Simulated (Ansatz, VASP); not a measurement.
## TiO2: VASP beside Ansatz

INCAR

```
SYSTEM = TiO2
PREC = Accurate
ENCUT = 520
EDIFF = 1E-6
ISMEAR = 0
SIGMA = 0.05
LREAL = .False.
LASPH = .True.
NELM = 100
ALGO = Normal
ISIF = 2
LWAVE = .False.
LCHARG = .False.
GGA = PE
NBANDS = 33
```

File KPOINTS:

```
Automatic mesh
0
Gamma
  10 10 10
  0 0 0
```

POSCAR

```
TiO2
1.0
   -1.9565996073      1.9565996073      4.9939018570
    1.9565996073     -1.9565996073      4.9939018570
    1.9565996073      1.9565996073     -4.9939018570
Ti O
2 4
Direct
    0.0000000000      0.0000000000      0.0000000000
    0.7500000000      0.2500000000      0.5000000000
    0.2065067269      0.2065067269      0.0000000000
    0.9565067269      0.4565067269      0.5000000000
    0.5434932731      0.0434932731      0.5000000000
    0.7934932731      0.7934932731      0.0000000000
```

Input for Ansatz:

```yaml
crystal:
  lattice:
    - [-1.9565996073, 1.9565996073, 4.993901857]
    - [1.9565996073, -1.9565996073, 4.993901857]
    - [1.9565996073, 1.9565996073, -4.993901857]
  atoms:
    - { symbol: Ti, position: [0.0, 0.0, 0.0] }
    - { symbol: Ti, position: [0.75, 0.25, 0.5] }
    - { symbol: O, position: [0.2065067269, 0.2065067269, 0.0] }
    - { symbol: O, position: [0.9565067269, 0.4565067269, 0.5] }
    - { symbol: O, position: [0.5434932731, 0.0434932731, 0.5] }
    - { symbol: O, position: [0.7934932731, 0.7934932731, 0.0] }
basis:
  ecutwfc: 420
kpoints:
  mp_grid: { grid: [10, 10, 10] }
hamiltonian:
  xc: pbe
scf:
  occupations: { method: gaussian, width: 0.05 }
output:
  forces: true
  stress: true
  eigenvalues: true
```

Change from the starting cell: strain +0.030 along x and y, +0.030 along z, atoms carried along.

Alike in both runs: task single point; functional PBE; k mesh 10 × 10 × 10; occupations gaussian, width 0.05 eV; no spin polarisation.

|  | VASP | Ansatz |
| --- | --- | --- |
| version | VASP 6.6.1 | Ansatz 0.2.0 |
| potentials or method | VASP PAW PBE potentials, release 64 (Ti_sv, O), cutoff 520 eV | scalar-relativistic, plane waves, PAW |
| valence electrons in the cell | 48 | 48 |

Ansatz gave:

| Item | Value |
| --- | --- |
| gap on the k mesh at the Fermi level (eV) | 1.92 |
| least direct gap on the mesh (eV) | 2.20 |
| pressure (GPa) | -15.1 |
| traceless stress, the component that is largest in VASP (GPa) | -0.47 |
| rms of the force components (eV/Å) | 0.196 |

What did VASP give for the same quantities?

gap on the k mesh at the Fermi level (eV): 1.90; least direct gap on the mesh (eV): 2.18; pressure (GPa): -14.5; traceless stress, the component that is largest in VASP (GPa): -0.43; rms of the force components (eV/Å): 0.189.

Atom by atom the forces differ by 0.007 eV/Å (rms over components).
